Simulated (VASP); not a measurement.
Write the native input for VASP 6.6.1 that does the following.

```yaml
Task: single point
Functional: PBE
Potentials_or_basis: VASP PAW PBE potentials, release 64 (Pt)
Cutoff: 520 eV
k_mesh: 8 × 8 × 11
Occupations: fermi-dirac, width 0.05 eV
Spin: no spin polarisation
Dipole_correction: no
Further_INCAR_settings: ALGO = Normal; EDIFF = 1e-06; NBANDS = 22
```

The structure of Pt lies in POSCAR:

```
Pt
1.0
    4.5430167554      0.0000000000      0.0000000000
   -2.2715083777      3.9343679200      0.0000000000
    0.0000000000      0.0000000000      2.7252033401
Pt
3
Direct
    0.0000000000      0.0000000000      0.0000000000
    0.3333333333      0.6666666667      0.5000000000
    0.6666666667      0.3333333333      0.5000000000
```

One way to write it, as run:

INCAR

```
  PREC = Accurate
  ENCUT = 520
  EDIFF = 1E-6
  ISMEAR = -1
  SIGMA = 0.05
  LREAL = False
  LASPH = True
  NELM = 80
  ALGO = Normal
  ISIF = 2
  LWAVE = False
  LCHARG = False
  GGA = PE
  NBANDS = 22
```

KPOINTS

```
regular mesh
0
Gamma
  8 8 11
```

Potentials or basis: VASP PAW PBE potentials, release 64 (Pt).

The run is started by

```sh
$ cat potpaw_PBE.64/Pt/POTCAR > POTCAR
$ mpirun -np 1 vasp_std > vasp.out
```

Results of the run:

* Pressure: -3.4 GPa
* Band gap on the k mesh: zero (band 15 reaches 10.76 eV, above the bottom of band 16 at 9.59 eV)

Caveat: spin-orbit coupling is left out, which moves the levels of the heavy elements.

It took 21 s on 1 thread of Intel(R) Xeon(R) 6975P-C (Granite Rapids), on a shared host, peak memory 0.19 GiB.
